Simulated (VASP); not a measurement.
# Ag in VASP: further runs

Ag is run at these levels: PBE; tasks: single point.

Everything below comes from runs of VASP 6.6.1. Logs are shortened: lines on timing, memory, paths and dates and some standing lists are left out, and cuts for length are marked.

## 1. The cell of the first run

The cell holds a slab with vacuum, 3 atoms: a = 2.933 Å, b = 2.933 Å, c = 20.148 Å, α = 90.00°, β = 90.00°, γ = 90.00°.

## 2. Single point, PBE

INCAR

```
SYSTEM = Ag
  ALGO = Normal
  DIPOL = 0.5 0.5 0.500
  EDIFF = 1E-6
  ENCUT = 520
  GGA = PE
  IDIPOL = 3
  ISIF = 2
  ISMEAR = -1
  LASPH = .TRUE.
  LCHARG = .FALSE.
  LDIPOL = .TRUE.
  LREAL = .FALSE.
  LWAVE = .FALSE.
  NBANDS = 24
  NELM = 60
  PREC = Accurate
  SIGMA = 0.1
```

KPOINTS

```
k-points
0
G
  12 12 1
  0 0 0
```

POSCAR

```
Ag
1.0
    2.9330648184      0.0000000000      0.0000000000
    0.0000000000      2.9330648184      0.0000000000
    0.0000000000      0.0000000000     20.1480000000
Ag
3
Direct
    0.0000000000      0.0000000000      0.3970622383
    0.5000000000      0.5000000000      0.5000000000
    0.0000000000      0.0000000000      0.6029377617
```

Potentials or basis: VASP PAW PBE potentials, release 64 (Ag).

The run is started by

```bash
> cat potpaw_PBE.64/Ag/POTCAR > POTCAR
> mpirun -np 1 vasp_std > vasp.out
```

OUTCAR:

```text
SYSTEM = Ag
   EDIFF = 1E-6
   ENCUT = 520
   GGA = PE
   ISIF = 2
   ISMEAR = -1
   LASPH = .TRUE.
   LREAL = .FALSE.
   NELM = 60
   PREC = Accurate

 ion  position               nearest neighbor table
   1  0.000  0.000  0.397-   2 2.93   2 2.93   2 2.93   2 2.93
   2  0.500  0.500  0.500-   1 2.93   3 2.93   1 2.93   3 2.93   1 2.93   3 2.93   1 2.93   3 2.93

   3  0.000  0.000  0.603-   2 2.93   2 2.93   2 2.93   2 2.93

  LATTYP: Found a simple tetragonal cell.
 ALAT       =     2.9330648184
 C/A-ratio  =     6.8692651705

  Lattice vectors:

 A1 = (   2.9330648184,   0.0000000000,   0.0000000000)
 A2 = (   0.0000000000,   2.9330648184,   0.0000000000)
 A3 = (   0.0000000000,   0.0000000000,  20.1480000000)

Analysis of symmetry for initial positions (statically):
=====================================================================
 Subroutine PRICEL returns:
 Original cell was already a primitive cell.

 Routine SETGRP: Setting up the symmetry group for a
 simple tetragonal supercell.

 Subroutine GETGRP returns: Found 16 space group operations
 (whereof 16 operations were pure point group operations)
 out of a pool of 16 trial point group operations.

The static configuration has the point symmetry D_4h.

Analysis of symmetry for dynamics (positions and initial velocities):
=====================================================================
 Subroutine PRICEL returns:
 Original cell was already a primitive cell.

 Routine SETGRP: Setting up the symmetry group for a
 simple tetragonal supercell.

 Subroutine GETGRP returns: Found 16 space group operations
 (whereof 16 operations were pure point group operations)
 out of a pool of 16 trial point group operations.

The dynamic configuration has the point symmetry D_4h.

 Subroutine INISYM returns: Found 16 space group operations
 (whereof 16 operations are pure point group operations),
 and found     1 'primitive' translations

----------------------------------------------------------------------------------------

                                     Primitive cell

  volume of cell :     173.3306

  direct lattice vectors                    reciprocal lattice vectors
     2.933064818  0.000000000  0.000000000     0.340940300  0.000000000  0.000000000
     0.000000000  2.933064818  0.000000000     0.000000000  0.340940300  0.000000000
     0.000000000  0.000000000 20.148000000     0.000000000  0.000000000  0.049632718

  length of vectors
     2.933064818  2.933064818 20.148000000     0.340940300  0.340940300  0.049632718

  position of ions in fractional coordinates (direct lattice)
     0.000000000  0.000000000  0.397062238
     0.500000000  0.500000000  0.500000000
     0.000000000  0.000000000  0.602937762

  ion indices of the primitive-cell ions
   primitive index   ion index
                 1           1
                 2           2
                 3           3

----------------------------------------------------------------------------------------

 KPOINTS: k-points

Automatic generation of k-mesh.
 Grid dimensions read from file:
 generate k-points for:   12   12    1

 Generating k-lattice:

  Cartesian coordinates                     Fractional coordinates (reciprocal lattice)
     0.028411692  0.000000000  0.000000000     0.083333333  0.000000000  0.000000000
     0.000000000  0.028411692  0.000000000     0.000000000  0.083333333  0.000000000
     0.000000000  0.000000000  0.049632718     0.000000000  0.000000000  1.000000000

  Length of vectors
     0.028411692  0.028411692  0.049632718

  Shift w.r.t. Gamma in fractional coordinates (k-lattice)
     0.000000000  0.000000000  0.000000000

 Subroutine IBZKPT returns following result:
 ===========================================

 Found     28 irreducible k-points:

 Following reciprocal coordinates:
            Coordinates               Weight
  0.000000  0.000000  0.000000      1.000000
  0.083333  0.000000  0.000000      4.000000
  0.166667  0.000000  0.000000      4.000000
  0.250000  0.000000  0.000000      4.000000
  0.333333  0.000000  0.000000      4.000000
  0.416667  0.000000  0.000000      4.000000
[... 16 lines left out ...]
  0.333333  0.333333  0.000000      4.000000
  0.416667  0.333333  0.000000      8.000000
 [... further k-points ...]
   k-points           NKPTS =     28   k-points in BZ     NKDIM =     28   number of bands    NBANDS=     24
   number of dos      NEDOS =    301   number of ions     NIONS =      3
   total plane-waves  NPLWV =  86400
   dimension x,y,z NGX =    24 NGY =   24 NGZ =  150
   dimension x,y,z NGXF=    48 NGYF=   48 NGZF=  300
   ions per type =               3
   NGX,Y,Z   is equivalent  to a cutoff of  13.60, 13.60, 12.38 a.u.
   NGXF,Y,Z  is equivalent  to a cutoff of  27.21, 27.21, 24.75 a.u.
 SYSTEM =  Ag
   PREC   = accura    normal or accurate (medium, high low for compatibility)
   ISTART =      0    job   : 0-new  1-cont  2-samecut
   ICHARG =      2    charge: 1-file 2-atom 10-const
   ISPIN  =      1    spin polarized calculation?
   LNONCOLLINEAR =      F non collinear calculations
   LSORBIT =      F    spin-orbit coupling
   LASPH  =      T    aspherical Exc in radial PAW
   ENCUT  =  520.0 eV  38.22 Ry    6.18 a.u.   5.45  5.45 37.46*2*pi/ulx,y,z
   NELM   =     60;   NELMIN=  2; NELMDL= -5     # of ELM steps
   EDIFF  = 0.1E-05   stopping-criterion for ELM
   LREAL  =      F    real-space projection
   EDIFFG = 0.1E-04   stopping-criterion for IOM
   NSW    =      0    number of steps for IOM
   IBRION =     -1    ionic relax: 0-MD 1-quasi-New 2-CG
   NFREE  =      0    steps in history (QN), initial steepest desc. (CG)
   ISIF   =      2    stress and relaxation
   ISYM   =      2    0-nonsym 1-usesym 2-fastsym
   POTIM  = 0.5000    time-step for ionic-motion
   TEBEG  =    0.0;   TEEND  =   0.0 temperature during run
   PSTRESS=    0.0 pullay stress
   NELECT =      33.0000    total number of electrons
   NUPDOWN=      -1.0000    fix difference up-down
   EMIN   =  10.00;   EMAX   =-10.00  energy-range for DOS
   EFERMI =   0.00;   METHOD = LEGACY
   ISMEAR =    -1;   SIGMA  =   0.10  broadening in eV -4-tet -1-fermi 0-gaus
   EFERMI_NEDOS =   21; number of points for ismear=-14 and -15
   IALGO  =     38    algorithm
   IMIX   =      4    mixing-type and parameters
     AMIX     =   0.40;   BMIX     =  1.00
     AMIX_MAG =   1.60;   BMIX_MAG =  1.00
  volume/ion in A,a.u.               =      57.78       389.90
  Fermi-wavevector in a.u.,A,eV,Ry     =   0.941791  1.779726 12.067955  0.886970
  Thomas-Fermi vector in A             =   2.069336
   LORBIT       =      0    0 simple, 1 ext, 2 COOP (PROOUT), +10 PAW based schemes
   GGA     = PE    functional components
   LHFCALC =     F    Hartree Fock is set to
   AEXX    =    0.0000 exact exchange contribution
   IVDW    =     0    specifies the selected vdW correction
   LEPSILON=     F    determine dielectric tensor
   LRPA    =     F    only Hartree local field effects (RPA)
 non-spin polarized calculation
  energy-cutoff  :      520.00
  volume of cell :      173.33
 maximum number of plane-waves:      4723
 NGX is ok and might be reduce to    24
   NGX = 11   NGY = 11   NGZ = 75

 dipolmoment           0.000000      0.000000      0.000000 electrons x Angstroem

 number of electron      32.9999997 magnetization

 dipolmoment           0.000000      0.000000     -0.000000 electrons x Angstroem

 Free energy of the ion-electron system (eV)
  ---------------------------------------------------
  ext. energy  EPLUGINS =         0.00000000
  ---------------------------------------------------
  free energy    TOTEN  =        -7.25575020 eV

  energy without entropy =       -7.21393913  energy(sigma->0) =       -7.23484467

 E-fermi :  -0.5218     XC(G=0):  -4.5657

 val. band max:       -0.5606339144   @ k =   0.1667   0.0000   0.0000
 cond. band min:      -0.5014957337   @ k =   0.3333   0.2500   0.0000
 fundamental gap:      0.0591381807
 Fermi energy:        -0.5217909734

 k-point     1 :       0.0000    0.0000    0.0000
  band No.  band energies     occupation
      1      -7.1957      2.00000
      2      -6.3144      2.00000
      3      -6.3050      2.00000
      4      -5.8223      2.00000
      5      -5.6654      2.00000
      6      -5.2845      2.00000
[... 16 lines left out ...]
     23       6.3474      0.00000
     24       7.1440      0.00000

 k-point     2 :       0.0833    0.0000    0.0000
  band No.  band energies     occupation
      1      -7.0684      2.00000
      2      -6.2769      2.00000
      3      -6.2104      2.00000
      4      -5.7666      2.00000
      5      -5.5874      2.00000
      6      -5.2349      2.00000
[... 16 lines left out ...]
     23       6.4762      0.00000
     24       7.2423      0.00000

 k-point     3 :       0.1667    0.0000    0.0000
  band No.  band energies     occupation
      1      -6.7386      2.00000
      2      -6.1679      2.00000
      3      -5.9462      2.00000
      4      -5.7915      2.00000
      5      -5.2178      2.00000
      6      -5.0795      2.00000
[... 16 lines left out ...]
     23       6.8602      0.00000
     24       7.4732      0.00000

 k-point     4 :       0.2500    0.0000    0.0000
  band No.  band energies     occupation
      1      -6.4132      2.00000
      2      -5.9578      2.00000
      3      -5.9054      2.00000
      4      -5.5820      2.00000
      5      -5.1231      2.00000
      6      -4.8885      2.00000
[... 16 lines left out ...]
     23       5.6590      0.00000
     24       7.3116      0.00000

 k-point     5 :       0.3333    0.0000    0.0000
  band No.  band energies     occupation
      1      -6.2771      2.00000
      2      -6.0536      2.00000
      3      -5.7142      2.00000
      4      -5.2397      2.00000
      5      -5.1249      2.00000
      6      -4.8410      2.00000
[... 16 lines left out ...]
     23       6.2090      0.00000
     24       6.4581      0.00000

 k-point     6 :       0.4167    0.0000    0.0000
  band No.  band energies     occupation
      1      -6.2509      2.00000
      2      -6.1701      2.00000
      3      -5.5161      2.00000
      4      -5.1978      2.00000
      5      -5.1179      2.00000
      6      -5.0176      2.00000
[... 16 lines left out ...]
     23       6.4200      0.00000
     24       7.2539      0.00000
[... 379 lines left out ...]
 k-point    21 :       0.4167    0.2500    0.0000
  band No.  band energies     occupation
      1      -5.9884      2.00000
      2      -5.8222      2.00000
      3      -5.7591      2.00000
      4      -5.7081      2.00000
      5      -5.3176      2.00000
      6      -5.0564      2.00000
[... 16 lines left out ...]
     23       7.4588      0.00000
     24       8.3448      0.00000

 k-point    22 :       0.5000    0.2500    0.0000
  band No.  band energies     occupation
      1      -6.0448      2.00000
      2      -5.8522      2.00000
      3      -5.7890      2.00000
      4      -5.7431      2.00000
      5      -5.3403      2.00000
      6      -5.1003      2.00000
[... 16 lines left out ...]
     23       7.8683      0.00000
     24       8.7284      0.00000

 k-point    23 :       0.3333    0.3333    0.0000
  band No.  band energies     occupation
      1      -5.9417      2.00000
      2      -5.8838      2.00000
      3      -5.8401      2.00000
      4      -5.7806      2.00000
      5      -5.1575      2.00000
      6      -5.0402      2.00000
[... 16 lines left out ...]
     23       7.2615      0.00000
     24       7.7898      0.00000

 k-point    24 :       0.4167    0.3333    0.0000
  band No.  band energies     occupation
      1      -6.0901      2.00000
      2      -6.0183      2.00000
      3      -5.9232      2.00000
      4      -5.8786      2.00000
      5      -5.3175      2.00000
      6      -5.1434      2.00000
[... 16 lines left out ...]
     23       7.6445      0.00000
     24       8.2953      0.00000

 [... further k-points ...]

------------------------ aborting loop because EDIFF is reached ----------------------------------------

 vacuum level on the upper side and lower side of the slab       (xc-potential included)        -0.132        -0.132

  FORCE on cell =-STRESS in cart. coord.  units (eV):
  Direction    XX          YY          ZZ          XY          YZ          ZX
  --------------------------------------------------------------------------------------
  -------------------------------------------------------------------------------------
  Total       -1.4402339     -1.4402339     -0.4887457      0.0000000      0.0000000     -0.0000000
  in kB      -13.3127671    -13.3127671     -4.5177087      0.0000000      0.0000000     -0.0000000
  external PRESSURE =     -10.3810810 kB  Pullay stress =       0.0000000 kB

 VOLUME and BASIS-vectors are now :
 -----------------------------------------------------------------------------
  energy-cutoff  :      520.00
  volume of cell :      173.33
      direct lattice vectors                 reciprocal lattice vectors
     2.933064818  0.000000000  0.000000000     0.340940300  0.000000000  0.000000000
     0.000000000  2.933064818  0.000000000     0.000000000  0.340940300  0.000000000
     0.000000000  0.000000000 20.148000000     0.000000000  0.000000000  0.049632718

 POSITION                                       TOTAL-FORCE (eV/Angst)
 -----------------------------------------------------------------------------------
      0.00000      0.00000      8.00001        -0.000000     -0.000000      0.111870
      1.46653      1.46653     10.07400        -0.000000      0.000000      0.000000
      0.00000      0.00000     12.14799         0.000000      0.000000     -0.111870
 -----------------------------------------------------------------------------------
    total drift:                                0.000000      0.000000     -0.000000

  FREE ENERGIE OF THE ION-ELECTRON SYSTEM (eV)
  ---------------------------------------------------
  free  energy   TOTEN  =        -7.2557502041 eV

  energy  without entropy=       -7.2139391334  energy(sigma->0) =       -7.23484467

 vacuum level on the upper side and lower side of the slab         3.698         3.698
```

Run time: 98 s. Hardware: 1 thread of Intel Xeon 6975P-C, shared host; peak memory 0.3 GiB.

What came out:

| Quantity | Value |
| --- | --- |
| Free energy | -7.2558 eV |
| Largest force | 0.112 eV/Å |

Forces in eV/Å, atoms in the order of the input:
```
Ag   0.000  0.000  0.112
Ag   0.000  0.000  0.000
Ag   0.000  0.000 -0.112
```

## 3. Single point, PBE

INCAR

```
SYSTEM = Ag
ALGO = Normal
DIPOL = 0.5 0.5 0.500
EDIFF = 1E-6
ENCUT = 520
GGA = PE
IDIPOL = 3
ISIF = 2
ISMEAR = -1
LASPH = .TRUE.
LCHARG = .FALSE.
LDIPOL = .TRUE.
LREAL = .FALSE.
LWAVE = .FALSE.
NBANDS = 24
NELM = 60
PREC = Accurate
SIGMA = 0.1
```

KPOINTS is that of step 2.

POSCAR

```
Ag
1.0
    2.9330648184      0.0000000000      0.0000000000
    0.0000000000      2.9330648184      0.0000000000
    0.0000000000      0.0000000000     20.1480000000
Ag
3
Direct
    0.0000000000      0.0000000000      0.3990640059
    0.5000000000      0.5000000000      0.5000000006
    0.0000000000      0.0000000000      0.6009359935
```

Potentials or basis: VASP PAW PBE potentials, release 64 (Ag).

The run is started by

```bash
> cat potpaw_PBE.64/Ag/POTCAR > POTCAR
> mpirun -np 1 vasp_std > vasp.out
```

It took 1.9 min on 1 thread of Intel Xeon 6975P-C, shared host; peak memory 0.3 GiB.

It converged, with:

```
Free energy   : -7.2606 eV
Largest force : 0.004 eV/Å
```

Forces on the atoms (eV/Å):
```
Ag   0.000  0.000  0.004
Ag   0.000  0.000  0.000
Ag   0.000  0.000 -0.004
```

Levels at points of the mesh, in eV from the Fermi level:
```
           k point  band 13  band 14  band 15  band 16  band 17  band 18  band 19  band 20  band 21  band 22
(0.00, 0.00, 0.00)    -3.39    -3.15    -2.98    -2.95    -2.95    -0.63     1.43     3.98     4.52     5.14
(0.50, 0.00, 0.00)    -3.12    -3.10    -3.04    -0.43    -0.10     0.43     2.44     3.37     5.61     6.86
(0.50, 0.50, 0.00)    -2.88    -2.58    -2.58     2.71     2.71     5.40     5.40     6.54     6.62     6.84
```
